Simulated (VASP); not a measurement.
The system is Ru.

```
CELL_PARAMETERS angstrom
2.72356 0.00000 0.00000
-1.36178 2.35867 0.00000
0.00000 0.00000 4.28908
ATOMIC_POSITIONS crystal
Ru 0.33333 0.66667 0.25000
Ru 0.66667 0.33333 0.75000
```

Program: VASP 6.6.1. Alike in all runs: task single point; level PBE; potentials or basis VASP PAW PBE potentials, release 64 (Ru_pv); no spin polarisation; cell as given; cutoff (eV) 520. Hardware: 1 thread of AMD EPYC 7R13 (shared host).

Question: Order these runs on this cell by their wall time, lowest first.
A. k mesh 19 × 19 × 11; smearing fermi-dirac 0.1 eV
B. k mesh 14 × 14 × 8; smearing fermi-dirac 0.1 eV
C. k mesh 13 × 13 × 7; smearing methfessel-paxton 0.01 eV

Answer: C (44 s), B (92 s), A (190 s).
